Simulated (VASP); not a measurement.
# Ti (Fm-3m) in VASP: a series of runs

The runs below take Ti through single point, with LDA.

Program: VASP 6.6.1. These are calculated values, not measurements. Logs are shortened: lines on timing, memory, paths and dates and some standing lists are left out, and cuts for length are marked.

## (1) The cell of the first run

Symmetry: Fm-3m, No. 225, cubic system. The conventional cell has a = 3.834 Å, b = 3.834 Å, c = 3.834 Å, α = 90.00°, β = 90.00°, γ = 90.00°. Ti (site symmetry m-3m) has 12 Ti at 2.71 Å within 3.6 Å.

This isn't the form of Ti at room conditions, which is hcp.

## (2) Single point, LDA, collinear spin (14.09 Å³/atom)

INCAR

```
PREC = Accurate
ENCUT = 520
EDIFF = 1E-6
ISMEAR = 0
SIGMA = 0.15
LREAL = False
LASPH = True
NELM = 150
ALGO = Normal
ISIF = 2
LWAVE = False
LCHARG = False
ISPIN = 2
MAGMOM = 0.75
LORBIT = 11
NUPDOWN = 0.75
LMAXMIX = 4
NBANDS = 16
```

KPOINTS

```
regular mesh
0
Gamma
  22 22 22
```

POSCAR

```
Ti
1.0
    0.0000000000      1.9170669191      1.9170669191
    1.9170669191      0.0000000000      1.9170669191
    1.9170669191      1.9170669191      0.0000000000
Ti
1
Direct
    0.0000000000      0.0000000000      0.0000000000
```

Potentials or basis: VASP PAW LDA potentials, release 64 (Ti_sv).

Launch:

```
cat potpaw_LDA.64/Ti_sv/POTCAR > POTCAR
mpirun -np 1 vasp_std > vasp.out
```

OUTCAR:

```text
PREC = Accurate
   ENCUT = 520
   EDIFF = 1E-6
   ISMEAR = 0
   LREAL = False
   LASPH = True
   NELM = 150
   ISIF = 2
   ISPIN = 2
   LORBIT = 11
   NUPDOWN = 0.75

 ion  position               nearest neighbor table
   1  0.000  0.000  0.000-

  LATTYP: Found a face centered cubic cell.
 ALAT       =     3.8341338382

  Lattice vectors:

 A1 = (   0.0000000000,   1.9170669191,   1.9170669191)
 A2 = (   1.9170669191,   0.0000000000,   1.9170669191)
 A3 = (   1.9170669191,   1.9170669191,   0.0000000000)

Analysis of symmetry for initial positions (statically):
=====================================================================
 Subroutine PRICEL returns:
 Original cell was already a primitive cell.

 Routine SETGRP: Setting up the symmetry group for a
 face centered cubic supercell.

 Subroutine GETGRP returns: Found 48 space group operations
 (whereof 48 operations were pure point group operations)
 out of a pool of 48 trial point group operations.

The static configuration has the point symmetry O_h .

Analysis of symmetry for dynamics (positions and initial velocities):
=====================================================================
 Subroutine PRICEL returns:
 Original cell was already a primitive cell.

 Routine SETGRP: Setting up the symmetry group for a
 face centered cubic supercell.

 Subroutine GETGRP returns: Found 48 space group operations
 (whereof 48 operations were pure point group operations)
 out of a pool of 48 trial point group operations.

The dynamic configuration has the point symmetry O_h .

Analysis of structural, dynamic, and magnetic symmetry:
=====================================================================
 Subroutine PRICEL returns:
 Original cell was already a primitive cell.

 Routine SETGRP: Setting up the symmetry group for a
 face centered cubic supercell.

 Subroutine GETGRP returns: Found 48 space group operations
 (whereof 48 operations were pure point group operations)
 out of a pool of 48 trial point group operations.

The overall configuration has the point symmetry O_h .

 Subroutine INISYM returns: Found 48 space group operations
 (whereof 48 operations are pure point group operations),
 and found     1 'primitive' translations

----------------------------------------------------------------------------------------

                                     Primitive cell

  volume of cell :      14.0910

  direct lattice vectors                    reciprocal lattice vectors
[... 101 lines left out ...]
   EFERMI_NEDOS =   21; number of points for ismear=-14 and -15
   IALGO  =     38    algorithm
   IMIX   =      4    mixing-type and parameters
     AMIX     =   0.40;   BMIX     =  1.00
     AMIX_MAG =   1.60;   BMIX_MAG =  1.00
  volume/ion in A,a.u.               =      14.09        95.09
  Fermi-wavevector in a.u.,A,eV,Ry     =   1.551748  2.932379 32.761783  2.407923
  Thomas-Fermi vector in A             =   2.656223
   LORBIT       =     11    0 simple, 1 ext, 2 COOP (PROOUT), +10 PAW based schemes
   GGA     = CA    functional components
   LHFCALC =     F    Hartree Fock is set to
   AEXX    =    0.0000 exact exchange contribution
   IVDW    =     0    specifies the selected vdW correction
   LEPSILON=     F    determine dielectric tensor
   LRPA    =     F    only Hartree local field effects (RPA)
 spin polarized calculation
 Gauss-broadening in eV      SIGMA  =   0.15
  energy-cutoff  :      520.00
  volume of cell :       14.09
 maximum number of plane-waves:       392
   NGX =  9   NGY =  9   NGZ =  9

 number of electron      11.9999994 magnetization       0.7500000

 Free energy of the ion-electron system (eV)
  ---------------------------------------------------
  ext. energy  EPLUGINS =         0.00000000
  ---------------------------------------------------
  free energy    TOTEN  =        -8.28442698 eV

  energy without entropy =       -8.27005708  energy(sigma->0) =       -8.27724203

 E-fermi :  10.0451     XC(G=0): -12.8098

 val. band max:       10.7008814527   @ k =  -0.3182   0.4091   0.0909
 cond. band min:      10.0487121091   @ k =  -0.2273   0.2273   0.0909
 fundamental gap:     -0.6521693436
 Fermi energy:        10.7034769921

 spin component 1

 k-point     1 :       0.0000    0.0000    0.0000
  band No.  band energies     occupation
      1     -45.5373      1.00000
      2     -21.4059      1.00000
      3     -21.4059      1.00000
      4     -21.4059      1.00000
      5       3.7407      1.00000
      6      11.1124      0.00006
[... 435 lines left out ...]
      5       7.1125      1.00000
      6      10.8252      0.12558
[... 8 lines left out ...]
     15      36.2448      0.00000
     16      36.3488      0.00000

 [... further k-points ...]

 spin component 2

 k-point     1 :       0.0000    0.0000    0.0000
  band No.  band energies     occupation
      1     -45.0918      1.00000
      2     -20.9623      1.00000
      3     -20.9623      1.00000
      4     -20.9623      1.00000
      5       4.2418      1.00000
      6      11.6140      0.00000
[... 435 lines left out ...]
      5       7.6376      1.00000
      6      11.2708      0.00000
[... 8 lines left out ...]
     15      36.7093      0.00000
     16      36.8158      0.00000

 [... further k-points ...]

------------------------ aborting loop because EDIFF is reached ----------------------------------------

  FORCE on cell =-STRESS in cart. coord.  units (eV):
  Direction    XX          YY          ZZ          XY          YZ          ZX
  --------------------------------------------------------------------------------------
  -------------------------------------------------------------------------------------
  Total        1.9503660      1.9503660      1.9503660     -0.0000000      0.0000000      0.0000000
  in kB      221.7608482    221.7608482    221.7608482     -0.0000000      0.0000000      0.0000000
  external PRESSURE =     221.7608482 kB  Pullay stress =       0.0000000 kB

 VOLUME and BASIS-vectors are now :
 -----------------------------------------------------------------------------
  energy-cutoff  :      520.00
  volume of cell :       14.09
      direct lattice vectors                 reciprocal lattice vectors
     0.000000000  1.917066919  1.917066919    -0.260815100  0.260815100  0.260815100
     1.917066919  0.000000000  1.917066919     0.260815100 -0.260815100  0.260815100
     1.917066919  1.917066919  0.000000000     0.260815100  0.260815100 -0.260815100

 POSITION                                       TOTAL-FORCE (eV/Angst)
 -----------------------------------------------------------------------------------
      0.00000      0.00000      0.00000         0.000000      0.000000      0.000000
 -----------------------------------------------------------------------------------
    total drift:                               -0.000000     -0.000000     -0.000000

  FREE ENERGIE OF THE ION-ELECTRON SYSTEM (eV)
  ---------------------------------------------------
  free  energy   TOTEN  =        -8.2844269783 eV

  energy  without entropy=       -8.2700570782  energy(sigma->0) =       -8.27724203

 total charge

# of ion       s       p       d       tot
------------------------------------------
    1        2.298   6.154   2.128  10.580

 magnetization (x)

# of ion       s       p       d       tot
------------------------------------------
    1        0.009   0.063   0.489   0.561
```

stdout:

```text
POSCAR found type information on POSCAR Ti
 POSCAR found :  1 types and       1 ions
 scaLAPACK will be used
 LDA part: xc-table for (Slater(with rela. corr.)+CA(PZ))
 , standard interpolation
 POSCAR, INCAR and KPOINTS ok, starting setup
 FFT: planning ... GRIDC
 FFT: planning ... GRID_SOFT
 FFT: planning ... GRID
 WAVECAR not read
 entering main loop
```

It took 64 s on 1 thread of AMD EPYC 9R45 (Zen 5), shared host; peak memory 0.18 GiB.

What came out:

```
Free energy                                           : -8.2844 eV
Pressure                                              : 22.2 GPa
Net moment                                            : 0.75 μB per cell
Site moments                                          : Ti +0.56 μB
Valence electrons inside the program's atomic spheres : Ti 10.58
```

Caveat: the cell stands under pressure; the total moment is fixed, so each spin has its own Fermi level and the state may be an excited one.

## (3) Single point, LDA, collinear spin (14.09 Å³/atom)

INCAR

```
PREC = Accurate
ENCUT = 520
EDIFF = 1E-6
ISMEAR = 0
SIGMA = 0.15
LREAL = F
LASPH = T
NELM = 150
ALGO = Fast
ISIF = 2
LWAVE = F
LCHARG = F
ISPIN = 2
MAGMOM = 1
LORBIT = 11
NUPDOWN = 1.0
LMAXMIX = 4
GGA = CA
NBANDS = 16
```

KPOINTS is that of step 2.

POSCAR is that of step 2.

Potentials or basis: VASP PAW LDA potentials, release 64 (Ti_sv).

Launch:

```
cat potpaw_LDA.64/Ti_sv/POTCAR > POTCAR
mpirun -np 1 vasp_std > vasp.out
```

Wall time 85 s (1 thread of AMD EPYC 9R45 (Zen 5), shared host); peak memory 0.18 GiB.

It converged, with:

| Property | Result |
| --- | --- |
| Free energy | -8.1859 eV |
| Pressure | 24.5 GPa |
| Net moment | 1.00 μB per cell |
| Site moments | Ti +0.75 μB |
| Valence electrons inside the program's atomic spheres | Ti 10.58 |

Caveat: the cell stands under pressure; the total moment is fixed, so each spin has its own Fermi level and the state may be an excited one.

## (4) Single point, LDA, collinear spin (14.09 Å³/atom)

INCAR

```
SYSTEM = Ti
PREC = Accurate ; ENCUT = 520
EDIFF = 1E-6 ; ISMEAR = 0
SIGMA = 0.15 ; LREAL = .FALSE.
LASPH = .TRUE. ; NELM = 150
ALGO = Fast ; ISIF = 2
LWAVE = .FALSE. ; LCHARG = .FALSE.
ISPIN = 2 ; MAGMOM = 0.125
LORBIT = 11 ; NUPDOWN = 0.125
LMAXMIX = 4 ; GGA = CA
NBANDS = 16
```

KPOINTS

```
regular mesh
0
G
  22 22 22
  0 0 0
```

POSCAR is that of step 3.

Potentials or basis: VASP PAW LDA potentials, release 64 (Ti_sv).

Launch:

```
cat potpaw_LDA.64/Ti_sv/POTCAR > POTCAR
mpirun -np 1 vasp_std > vasp.out
```

OUTCAR:

```text
SYSTEM = Ti
   PREC = Accurate
   ENCUT = 520
   EDIFF = 1E-6
   ISMEAR = 0
   LREAL = .FALSE.
   LASPH = .TRUE.
   NELM = 150
   ISIF = 2
   ISPIN = 2
   LORBIT = 11
   NUPDOWN = 0.125
   GGA = CA

 ion  position               nearest neighbor table
   1  0.000  0.000  0.000-

  LATTYP: Found a face centered cubic cell.
 ALAT       =     3.8341338382

  Lattice vectors:

 A1 = (   0.0000000000,   1.9170669191,   1.9170669191)
 A2 = (   1.9170669191,   0.0000000000,   1.9170669191)
 A3 = (   1.9170669191,   1.9170669191,   0.0000000000)

Analysis of symmetry for initial positions (statically):
=====================================================================
 Subroutine PRICEL returns:
 Original cell was already a primitive cell.

 Routine SETGRP: Setting up the symmetry group for a
 face centered cubic supercell.

 Subroutine GETGRP returns: Found 48 space group operations
 (whereof 48 operations were pure point group operations)
 out of a pool of 48 trial point group operations.

The static configuration has the point symmetry O_h .

Analysis of symmetry for dynamics (positions and initial velocities):
[... 639 lines left out ...]
 spin component 2

 k-point     1 :       0.0000    0.0000    0.0000
  band No.  band energies     occupation
      1     -45.3110      1.00000
      2     -21.1804      1.00000
      3     -21.1804      1.00000
      4     -21.1804      1.00000
      5       4.0292      1.00000
      6      11.3801      0.00000
[... 435 lines left out ...]
      5       7.4031      1.00000
      6      11.0651      0.00000
[... 8 lines left out ...]
     15      36.5015      0.00000
     16      36.6077      0.00000

 [... further k-points ...]

------------------------ aborting loop because EDIFF is reached ----------------------------------------

  FORCE on cell =-STRESS in cart. coord.  units (eV):
  Direction    XX          YY          ZZ          XY          YZ          ZX
  --------------------------------------------------------------------------------------
  -------------------------------------------------------------------------------------
  Total        1.6762469      1.6762469      1.6762469     -0.0000000     -0.0000000      0.0000000
  in kB      190.5929128    190.5929128    190.5929128     -0.0000000     -0.0000000      0.0000000
  external PRESSURE =     190.5929128 kB  Pullay stress =       0.0000000 kB

 VOLUME and BASIS-vectors are now :
 -----------------------------------------------------------------------------
  energy-cutoff  :      520.00
  volume of cell :       14.09
      direct lattice vectors                 reciprocal lattice vectors
     0.000000000  1.917066919  1.917066919    -0.260815100  0.260815100  0.260815100
     1.917066919  0.000000000  1.917066919     0.260815100 -0.260815100  0.260815100
     1.917066919  1.917066919  0.000000000     0.260815100  0.260815100 -0.260815100

 POSITION                                       TOTAL-FORCE (eV/Angst)
 -----------------------------------------------------------------------------------
      0.00000      0.00000      0.00000         0.000000      0.000000      0.000000
 -----------------------------------------------------------------------------------
    total drift:                               -0.000000     -0.000000     -0.000000

  FREE ENERGIE OF THE ION-ELECTRON SYSTEM (eV)
  ---------------------------------------------------
  free  energy   TOTEN  =        -8.4006467498 eV

  energy  without entropy=       -8.3855816598  energy(sigma->0) =       -8.39311420

 total charge

# of ion       s       p       d       tot
------------------------------------------
    1        2.296   6.151   2.130  10.576

 magnetization (x)

# of ion       s       p       d       tot
------------------------------------------
    1        0.001   0.011   0.081   0.093
```

OSZICAR:

```text
N       E                     dE             d eps       ncg     rms          rms(c)
DAV:   1     0.856392247117E+02    0.85639E+02   -0.56856E+03 21368   0.892E+02
DAV:   2    -0.549821590408E+01   -0.91137E+02   -0.86884E+02 23552   0.249E+02
DAV:   3    -0.902855365327E+01   -0.35303E+01   -0.35119E+01 23720   0.497E+01
DAV:   4    -0.909006664852E+01   -0.61513E-01   -0.61495E-01 25360   0.597E+00
DAV:   5    -0.909117819291E+01   -0.11115E-02   -0.11115E-02 24336   0.679E-01    0.103E+01
RMM:   6    -0.838031442879E+01    0.71086E+00   -0.53271E-01 27304   0.704E+00    0.309E+00
RMM:   7    -0.837647988571E+01    0.38345E-02   -0.13953E-01 28644   0.277E+00    0.134E+00
RMM:   8    -0.839866846868E+01   -0.22189E-01   -0.10449E-01 31051   0.248E+00    0.469E-01
RMM:   9    -0.840047774642E+01   -0.18093E-02   -0.18169E-02 32524   0.891E-01    0.188E-01
RMM:  10    -0.840075144137E+01   -0.27369E-03   -0.42591E-03 32630   0.450E-01    0.111E-01
RMM:  11    -0.840054403115E+01    0.20741E-03   -0.18728E-03 31665   0.345E-01    0.107E-01
RMM:  12    -0.840062719859E+01   -0.83167E-04   -0.45347E-04 31666   0.117E-01    0.517E-02
RMM:  13    -0.840064280028E+01   -0.15602E-04   -0.88228E-05 29916   0.479E-02    0.159E-02
RMM:  14    -0.840064482343E+01   -0.20231E-05   -0.28185E-05 25359   0.215E-02    0.162E-02
RMM:  15    -0.840064612645E+01   -0.13030E-05   -0.96962E-06 23850   0.156E-02    0.862E-03
RMM:  16    -0.840064674979E+01   -0.62334E-06   -0.43464E-06 22477   0.141E-02
   1 F= -.84006467E+01 E0= -.83931142E+01  d E =-.150651E-01  mag=     0.1250
```

It took 90 s on 1 thread of AMD EPYC 9R45 (Zen 5), shared host; peak memory 0.18 GiB.

What came out:

* Free energy: -8.4006 eV
* Pressure: 19.1 GPa
* Net moment: 0.12 μB per cell
* Site moments: Ti +0.09 μB
* Valence electrons inside the program's atomic spheres: Ti 10.58

Caveat: the cell stands under pressure; the total moment is fixed, so each spin has its own Fermi level and the state may be an excited one.

(Part 1 of 2 ends here.)
